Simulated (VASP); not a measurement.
Wanted: the native input for a VASP 6.6.1 run.

```
Task                   : single point
Functional             : PBE
Potentials or basis    : VASP PAW PBE potentials, release 64 (Ag, Ir)
Cutoff                 : 520 eV
k mesh                 : 18 × 18 × 18
Occupations            : gaussian, width 0.1 eV
Spin                   : no spin polarisation
Dipole correction      : no
Further INCAR settings : ALGO = Fast; EDIFF = 1e-07; NBANDS = 22
```

The structure of Ag2Ir lies in POSCAR:

```
Ag2Ir
1.0
   -1.3747617279      1.3747617279      6.5317496928
    1.3747617279     -1.3747617279      6.5317496928
    1.3747617279      1.3747617279     -6.5317496928
Ag Ir
2 1
Direct
    0.6637985649      0.6637985649      0.0000000000
    0.3362014351      0.3362014351      0.0000000000
    0.0000000000      0.0000000000      0.0000000000
```

These files were run (other wordings do the same):

INCAR

```
  PREC = Accurate
  ENCUT = 520
  EDIFF = 1E-7
  ISMEAR = 0
  SIGMA = 0.1
  LREAL = F
  LASPH = T
  NELM = 100
  ALGO = Fast
  ISIF = 2
  LWAVE = F
  LCHARG = F
  GGA = PE
  NBANDS = 22
```

KPOINTS

```
regular mesh
0
Gamma
  18 18 18
```

Potentials or basis: VASP PAW PBE potentials, release 64 (Ag, Ir).

Run with:

```console
$ cat potpaw_PBE.64/Ag/POTCAR potpaw_PBE.64/Ir/POTCAR > POTCAR
$ mpirun -np 1 vasp_std > vasp.out
```

It gave:

```
Pressure               : -0.1 GPa
Largest force          : 0.007 eV/Å
Band gap on the k mesh : zero (an odd number of electrons rules out a gap without spin polarisation)
```

Caveat: spin-orbit coupling is left out, which moves the levels of the heavy elements.

Run time: 48 min on 1 thread of Intel(R) Xeon(R) Platinum 8259CL CPU @ 2.50GHz (Skylake/Cascade Lake), with other jobs on the host, peak memory 0.81 GiB.
